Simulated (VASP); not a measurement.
# SrCuB5 in VASP: single point with PBE

Aim: the single point of SrCuB5 with PBE.

All numbers are computed with VASP 6.6.1; they aren't measurements. Logs are shortened: lines on timing, memory, paths and dates and some standing lists are left out, and cuts for length are marked.

## (1) The cell of the first run

The typed cell holds 7 atoms: a = 4.540 Å, b = 4.540 Å, c = 5.724 Å, α = 90.00°, β = 90.00°, γ = 120.00°.

The cell was built from a structure type or drawn by symmetry, and may not be a known phase.

## (2) Single point, PBE

INCAR

```
SYSTEM = SrCuB5
  ALGO = Normal
  EDIFF = 1E-7
  ENCUT = 520
  GGA = PE
  ISIF = 2
  ISMEAR = 0
  LASPH = .True.
  LCHARG = .False.
  LREAL = .False.
  LWAVE = .False.
  NBANDS = 27
  NELM = 100
  PREC = Accurate
  SIGMA = 0.1
```

KPOINTS

```
k-points
0
Gamma
  6 6 4
  0 0 0
```

POSCAR

```
SrCuB5
1.0
    4.5396273868     -0.0000000032      0.0000000000
   -2.2698136907      3.9314326422      0.0000000000
    0.0000000000      0.0000000000      5.7235119165
Sr Cu B
1 1 5
Direct
    0.6666666667      0.3333333333      0.6960492865
    0.0000000000      0.0000000000      0.1609541332
    0.4600570043      0.9200402583      0.2306917071
    0.0799597417      0.5400167460      0.2306917071
    0.4599832540      0.5399429957      0.2306917071
    0.3333333333      0.6666666667      0.4802618335
    0.6666666667      0.3333333333      0.1975733054
```

Potentials or basis: VASP PAW PBE potentials, release 64 (Sr_sv, Cu, B).

Run with:

```bash
> cat potpaw_PBE.64/Sr_sv/POTCAR potpaw_PBE.64/Cu/POTCAR potpaw_PBE.64/B/POTCAR > POTCAR
> mpirun -np 1 vasp_std > vasp.out
```

OUTCAR:

```text
SYSTEM = SrCuB5
   EDIFF = 1E-7
   ENCUT = 520
   GGA = PE
   ISIF = 2
   ISMEAR = 0
   LASPH = .True.
   LREAL = .False.
   NELM = 100
   PREC = Accurate

 ion  position               nearest neighbor table
   1  0.667  0.333  0.696-   7 2.85   7 2.87   6 2.90   6 2.90   6 2.90   3 3.12   4 3.12   5 3.12
                             3 3.46   4 3.46   5 3.46   2 3.73   2 3.73   2 3.73
   2  0.000  0.000  0.161-   5 2.33   4 2.33   3 2.33   5 2.33   4 2.33   3 2.33   1 3.73   1 3.73
                             1 3.73
   3  0.460  0.920  0.231-   7 1.64   4 1.73   5 1.73   6 1.74   2 2.33   2 2.33   1 3.12   1 3.46

   4  0.080  0.540  0.231-   7 1.64   3 1.73   5 1.73   6 1.74   2 2.33   2 2.33   1 3.12   1 3.46

   5  0.460  0.540  0.231-   7 1.64   3 1.73   4 1.73   6 1.74   2 2.33   2 2.33   1 3.12   1 3.46

   6  0.333  0.667  0.480-   3 1.74   4 1.74   5 1.74   1 2.90   1 2.90   1 2.90
   7  0.667  0.333  0.198-   3 1.64   4 1.64   5 1.64   1 2.85   1 2.87

  LATTYP: Found a hexagonal cell.
 ALAT       =     4.5396273868
 C/A-ratio  =     1.2607889214

  Lattice vectors:

 A1 = (   4.5396273868,  -0.0000000032,   0.0000000000)
 A2 = (  -2.2698136907,   3.9314326422,   0.0000000000)
 A3 = (   0.0000000000,   0.0000000000,   5.7235119165)

Analysis of symmetry for initial positions (statically):
=====================================================================
 Subroutine PRICEL returns:
 Original cell was already a primitive cell.

 Routine SETGRP: Setting up the symmetry group for a
 hexagonal supercell.

 Subroutine GETGRP returns: Found  3 space group operations
 (whereof  3 operations were pure point group operations)
 out of a pool of 24 trial point group operations.

The static configuration has the point symmetry C_3 .

Analysis of symmetry for dynamics (positions and initial velocities):
=====================================================================
 Subroutine PRICEL returns:
 Original cell was already a primitive cell.

 Routine SETGRP: Setting up the symmetry group for a
 hexagonal supercell.

 Subroutine GETGRP returns: Found  3 space group operations
 (whereof  3 operations were pure point group operations)
 out of a pool of 24 trial point group operations.

The dynamic configuration has the point symmetry C_3 .

 Subroutine INISYM returns: Found  3 space group operations
 (whereof  3 operations are pure point group operations),
 and found     1 'primitive' translations

----------------------------------------------------------------------------------------

                                     Primitive cell

  volume of cell :     102.1489

  direct lattice vectors                    reciprocal lattice vectors
     4.539627387 -0.000000003  0.000000000     0.220282397  0.127180101  0.000000000
    -2.269813691  3.931432642  0.000000000     0.000000000  0.254360202  0.000000000
     0.000000000  0.000000000  5.723511916     0.000000000  0.000000000  0.174717903

  length of vectors
     4.539627387  4.539627387  5.723511916     0.254360202  0.254360202  0.174717903

  position of ions in fractional coordinates (direct lattice)
     0.666666667  0.333333333  0.696049286
     0.000000000  0.000000000  0.160954133
     0.460057004  0.920040258  0.230691707
     0.079959742  0.540016746  0.230691707
     0.459983254  0.539942996  0.230691707
     0.333333333  0.666666667  0.480261834
     0.666666667  0.333333333  0.197573305

  ion indices of the primitive-cell ions
   primitive index   ion index
                 1           1
                 2           2
                 3           3
                 4           4
                 5           5
                 6           6
                 7           7

----------------------------------------------------------------------------------------

 KPOINTS: k-points

Automatic generation of k-mesh.
 Grid dimensions read from file:
 generate k-points for:    6    6    4

 Generating k-lattice:

  Cartesian coordinates                     Fractional coordinates (reciprocal lattice)
     0.036713733  0.021196683  0.000000000     0.166666667  0.000000000  0.000000000
     0.000000000  0.042393367  0.000000000     0.000000000  0.166666667  0.000000000
     0.000000000  0.000000000  0.043679476     0.000000000  0.000000000  0.250000000

  Length of vectors
     0.042393367  0.042393367  0.043679476

  Shift w.r.t. Gamma in fractional coordinates (k-lattice)
     0.000000000  0.000000000  0.000000000

 Subroutine IBZKPT returns following result:
 ===========================================

 Found     30 irreducible k-points:

 Following reciprocal coordinates:
            Coordinates               Weight
  0.000000  0.000000  0.000000      1.000000
  0.166667  0.000000  0.000000      6.000000
  0.333333  0.000000  0.000000      6.000000
  0.500000 -0.000000  0.000000      3.000000
  0.166667  0.166667  0.000000      6.000000
  0.333333  0.166667  0.000000      6.000000
[... 16 lines left out ...]
  0.000000  0.000000  0.500000      1.000000
  0.166667  0.000000  0.500000      6.000000
 [... further k-points ...]
   k-points           NKPTS =     30   k-points in BZ     NKDIM =     30   number of bands    NBANDS=     27
   number of dos      NEDOS =    301   number of ions     NIONS =      7
   total plane-waves  NPLWV =  62208
   dimension x,y,z NGX =    36 NGY =   36 NGZ =   48
   dimension x,y,z NGXF=    72 NGYF=   72 NGZF=   96
   ions per type =               1   1   5
   NGX,Y,Z   is equivalent  to a cutoff of  13.18, 13.18, 13.94 a.u.
   NGXF,Y,Z  is equivalent  to a cutoff of  26.37, 26.37, 27.88 a.u.
 SYSTEM =  SrCuB5
   PREC   = accura    normal or accurate (medium, high low for compatibility)
   ISTART =      0    job   : 0-new  1-cont  2-samecut
   ICHARG =      2    charge: 1-file 2-atom 10-const
   ISPIN  =      1    spin polarized calculation?
   LNONCOLLINEAR =      F non collinear calculations
   LSORBIT =      F    spin-orbit coupling
   LASPH  =      T    aspherical Exc in radial PAW
   ENCUT  =  520.0 eV  38.22 Ry    6.18 a.u.   8.44  8.44 10.64*2*pi/ulx,y,z
   NELM   =    100;   NELMIN=  2; NELMDL= -5     # of ELM steps
   EDIFF  = 0.1E-06   stopping-criterion for ELM
   LREAL  =      F    real-space projection
   EDIFFG = 0.1E-05   stopping-criterion for IOM
   NSW    =      0    number of steps for IOM
   IBRION =     -1    ionic relax: 0-MD 1-quasi-New 2-CG
   NFREE  =      0    steps in history (QN), initial steepest desc. (CG)
   ISIF   =      2    stress and relaxation
   ISYM   =      2    0-nonsym 1-usesym 2-fastsym
   POTIM  = 0.5000    time-step for ionic-motion
   TEBEG  =    0.0;   TEEND  =   0.0 temperature during run
   PSTRESS=    0.0 pullay stress
   NELECT =      36.0000    total number of electrons
   NUPDOWN=      -1.0000    fix difference up-down
   EMIN   =  10.00;   EMAX   =-10.00  energy-range for DOS
   EFERMI =   0.00;   METHOD = LEGACY
   ISMEAR =     0;   SIGMA  =   0.10  broadening in eV -4-tet -1-fermi 0-gaus
   EFERMI_NEDOS =   21; number of points for ismear=-14 and -15
   IALGO  =     38    algorithm
   IMIX   =      4    mixing-type and parameters
     AMIX     =   0.40;   BMIX     =  1.00
     AMIX_MAG =   1.60;   BMIX_MAG =  1.00
  volume/ion in A,a.u.               =      14.59        98.48
  Fermi-wavevector in a.u.,A,eV,Ry     =   1.156373  2.185227 18.193677  1.337198
  Thomas-Fermi vector in A             =   2.292993
   LORBIT       =      0    0 simple, 1 ext, 2 COOP (PROOUT), +10 PAW based schemes
   GGA     = PE    functional components
   LHFCALC =     F    Hartree Fock is set to
   AEXX    =    0.0000 exact exchange contribution
   IVDW    =     0    specifies the selected vdW correction
   LEPSILON=     F    determine dielectric tensor
   LRPA    =     F    only Hartree local field effects (RPA)
 non-spin polarized calculation
 Gauss-broadening in eV      SIGMA  =   0.10
  energy-cutoff  :      520.00
  volume of cell :      102.15
 maximum number of plane-waves:      2782
 NGX is ok and might be reduce to    36
   NGX = 17   NGY = 17   NGZ = 21

 number of electron      36.0000013 magnetization

 Free energy of the ion-electron system (eV)
  ---------------------------------------------------
  ext. energy  EPLUGINS =         0.00000000
  ---------------------------------------------------
  free energy    TOTEN  =       -36.30146863 eV

  energy without entropy =      -36.29710819  energy(sigma->0) =      -36.29928841

 E-fermi :   3.1555     XC(G=0):  -9.5281

 val. band max:        3.1365525305   @ k =   0.1667   0.0000   0.0000
 cond. band min:       3.2753315254   @ k =   0.3333   0.3333   0.5000
 fundamental gap:      0.1387789949
 Fermi energy:         3.1554946871

 k-point     1 :       0.0000    0.0000    0.0000
  band No.  band energies     occupation
      1     -31.9059      2.00000
      2     -13.9963      2.00000
      3     -13.9046      2.00000
      4     -13.9046      2.00000
      5     -10.0354      2.00000
      6      -5.4798      2.00000
[... 19 lines left out ...]
     26       8.5124      0.00000
     27       8.9530      0.00000

 k-point     2 :       0.1667    0.0000    0.0000
  band No.  band energies     occupation
      1     -31.9048      2.00000
      2     -13.9913      2.00000
      3     -13.9314      2.00000
      4     -13.9107      2.00000
      5      -9.9148      2.00000
      6      -5.7649      2.00000
[... 19 lines left out ...]
     26       8.7583      0.00000
     27       9.4218      0.00000

 k-point     3 :       0.3333    0.0000    0.0000
  band No.  band energies     occupation
      1     -31.9026      2.00000
      2     -13.9907      2.00000
      3     -13.9742      2.00000
      4     -13.9229      2.00000
      5      -9.6346      2.00000
      6      -6.3080      2.00000
[... 19 lines left out ...]
     26       8.8999      0.00000
     27       9.6258      0.00000

 k-point     4 :       0.5000   -0.0000    0.0000
  band No.  band energies     occupation
      1     -31.9015      2.00000
      2     -14.0129      2.00000
      3     -13.9725      2.00000
      4     -13.9289      2.00000
      5      -9.4650      2.00000
      6      -6.5882      2.00000
[... 19 lines left out ...]
     26       9.0686      0.00000
     27       9.5580      0.00000

 k-point     5 :       0.1667    0.1667    0.0000
  band No.  band energies     occupation
      1     -31.9031      2.00000
      2     -13.9854      2.00000
      3     -13.9641      2.00000
      4     -13.9249      2.00000
      5      -9.7123      2.00000
      6      -6.1409      2.00000
[... 19 lines left out ...]
     26       9.0426      0.00000
     27       9.6120      0.00000

 k-point     6 :       0.3333    0.1667    0.0000
  band No.  band energies     occupation
      1     -31.9015      2.00000
      2     -14.0000      2.00000
      3     -13.9722      2.00000
      4     -13.9425      2.00000
      5      -9.4735      2.00000
      6      -6.4824      2.00000
[... 444 lines left out ...]
      1     -31.9009      2.00000
      2     -13.9858      2.00000
      3     -13.9831      2.00000
      4     -13.9691      2.00000
      5      -9.3970      2.00000
      6      -6.3622      2.00000
[... 19 lines left out ...]
     26       9.0216      0.00000
     27       9.8812      0.00000

 k-point    22 :      -0.3333   -0.3333    0.2500
  band No.  band energies     occupation
      1     -31.9009      2.00000
      2     -13.9858      2.00000
      3     -13.9831      2.00000
      4     -13.9691      2.00000
      5      -9.3970      2.00000
      6      -6.3622      2.00000
[... 19 lines left out ...]
     26       9.0216      0.00000
     27       9.8813      0.00000

 k-point    23 :       0.0000    0.0000    0.5000
  band No.  band energies     occupation
      1     -31.9058      2.00000
      2     -14.0392      2.00000
      3     -13.9034      2.00000
      4     -13.9034      2.00000
      5      -9.9132      2.00000
      6      -5.3772      2.00000
[... 19 lines left out ...]
     26       8.5929      0.00000
     27       9.8474      0.00000

 k-point    24 :       0.1667    0.0000    0.5000
  band No.  band energies     occupation
      1     -31.9047      2.00000
      2     -14.0300      2.00000
      3     -13.9293      2.00000
      4     -13.9094      2.00000
      5      -9.8178      2.00000
      6      -5.6179      2.00000
[... 19 lines left out ...]
     26       8.9653      0.00000
     27      10.3715      0.00000

 [... further k-points ...]

------------------------ aborting loop because EDIFF is reached ----------------------------------------

  FORCE on cell =-STRESS in cart. coord.  units (eV):
  Direction    XX          YY          ZZ          XY          YZ          ZX
  --------------------------------------------------------------------------------------
  -------------------------------------------------------------------------------------
  Total        0.0636675      0.0636675      0.1178468     -0.0000002     -0.0000000      0.0000000
  in kB        0.9986067      0.9986067      1.8483953     -0.0000036     -0.0000000      0.0000000
  external PRESSURE =       1.2818695 kB  Pullay stress =       0.0000000 kB

 VOLUME and BASIS-vectors are now :
 -----------------------------------------------------------------------------
  energy-cutoff  :      520.00
  volume of cell :      102.15
      direct lattice vectors                 reciprocal lattice vectors
     4.539627387 -0.000000003  0.000000000     0.220282397  0.127180101  0.000000000
    -2.269813691  3.931432642  0.000000000     0.000000000  0.254360202  0.000000000
     0.000000000  0.000000000  5.723511916     0.000000000  0.000000000  0.174717903

 POSITION                                       TOTAL-FORCE (eV/Angst)
 -----------------------------------------------------------------------------------
      2.26981      1.31048      3.98385         0.000000      0.000000      0.006162
      0.00000      0.00000      0.92122         0.000000     -0.000000      0.000288
      0.00017      3.61708      1.32037        -0.000542      0.006037     -0.004985
     -0.86275      2.12304      1.32037        -0.004958     -0.003488     -0.004985
      0.86258      2.12275      1.32037         0.005499     -0.002550     -0.004985
      0.00000      2.62096      2.74878         0.000000      0.000000      0.007488
      2.26981      1.31048      1.13081         0.000000     -0.000000      0.001017
 -----------------------------------------------------------------------------------
    total drift:                                0.000001      0.000000     -0.000059

  FREE ENERGIE OF THE ION-ELECTRON SYSTEM (eV)
  ---------------------------------------------------
  free  energy   TOTEN  =       -36.3014686301 eV

  energy  without entropy=      -36.2971081904  energy(sigma->0) =      -36.29928841
```

It took 2.2 min on 1 thread of Intel Xeon Platinum 8375C at 2.90GHz (Ice Lake), shared host; peak memory 0.29 GiB.

Results:

* Free energy: -36.3015 eV
* Pressure: 0.1 GPa
* Largest force: 0.008 eV/Å
* Band gap on the k mesh: zero (bands 18 and 19 overlap by 1.17 eV)

Forces in eV/Å, atoms in the order of the input:
```
Sr   0.000  0.000  0.006
Cu   0.000  0.000  0.000
B   -0.001  0.006 -0.005
B   -0.005 -0.003 -0.005
B    0.005 -0.003 -0.005
B    0.000  0.000  0.007
B    0.000  0.000  0.001
```
